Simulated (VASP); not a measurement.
Rb3N: single point with PBE

Rb3N:

```
CELL_PARAMETERS angstrom
4.33577 0.00000 0.00000
-2.16789 3.75489 0.00000
0.00000 0.00000 12.73237
ATOMIC_POSITIONS crystal
Rb 0.33333 0.66667 0.63250
Rb 0.00000 0.00000 0.00000
Rb 0.33333 0.66667 0.36750
N 0.00000 0.00000 0.50000
```

The cell was generated, and may not be a known phase.

| Property | Result |
| --- | --- |
| Program | VASP 6.6.1 |
| Task | single point |
| Functional | PBE |
| Potentials or basis | VASP PAW PBE potentials, release 64 (Rb_sv, N) |
| Cutoff | 520 eV |
| k mesh | 6 × 6 × 2 |
| Occupations | gaussian, width 0.1 eV |
| Spin | collinear spin, ferromagnetic start |
| Starting moments | [0.0, 0.0, 0.0, 1.0] μB |

```json
{
  "Pressure": "0.1 GPa",
  "Largest force": "0.011 eV/Å",
  "Net moment": "1.25 μB per cell",
  "Site moments": "Rb +0.00, -0.00 (each value once); N +0.88 μB",
  "Valence electrons inside the program's atomic spheres": "Rb 7.31, 7.29 (each value once); N 3.42"
}
```

Forces in eV/Å, atoms in the order of the input:
```
Rb   0.000  0.000  0.011
Rb   0.000  0.000  0.000
Rb   0.000  0.000 -0.011
N    0.000  0.000  0.000
```

Stress tensor (GPa, compression positive):
```
0.15 0.00 0.00
0.00 0.15 0.00
0.00 0.00 0.04
```

Levels at points of the mesh, in eV from the Fermi level:
Spin up:
| k point | band 15 | band 16 | band 17 | band 18 | band 19 | band 20 |
| --- | --- | --- | --- | --- | --- | --- |
| (0.00, 0.00, 0.00) | -1.51 | -1.51 | -1.48 | 0.04 | 0.56 | 2.76 |
| (0.50, 0.00, 0.00) | -1.52 | -0.90 | 0.47 | 1.11 | 1.13 | 2.17 |
| (0.00, 0.00, 0.50) | -1.51 | -1.51 | -1.30 | -0.42 | 1.14 | 2.22 |
| (0.50, 0.00, 0.50) | -1.52 | -0.90 | 0.47 | 1.07 | 1.16 | 2.09 |
Spin down:
```csv
k point,band 13,band 14,band 15,band 16,band 17,band 18
"(0.00, 0.00, 0.00)",-10.27,-1.96,-1.13,0.16,0.51,0.52
"(0.50, 0.00, 0.00)",-10.13,-0.33,-0.21,0.46,0.49,1.05
"(0.00, 0.00, 0.50)",-10.27,-1.99,-0.83,-0.52,0.52,0.52
"(0.50, 0.00, 0.50)",-10.13,-0.32,-0.22,0.45,0.49,1.05
```

It took 8.7 min on 1 thread of Oxide Virtual Turin-like Processor (shared host), peak memory 0.41 GiB.
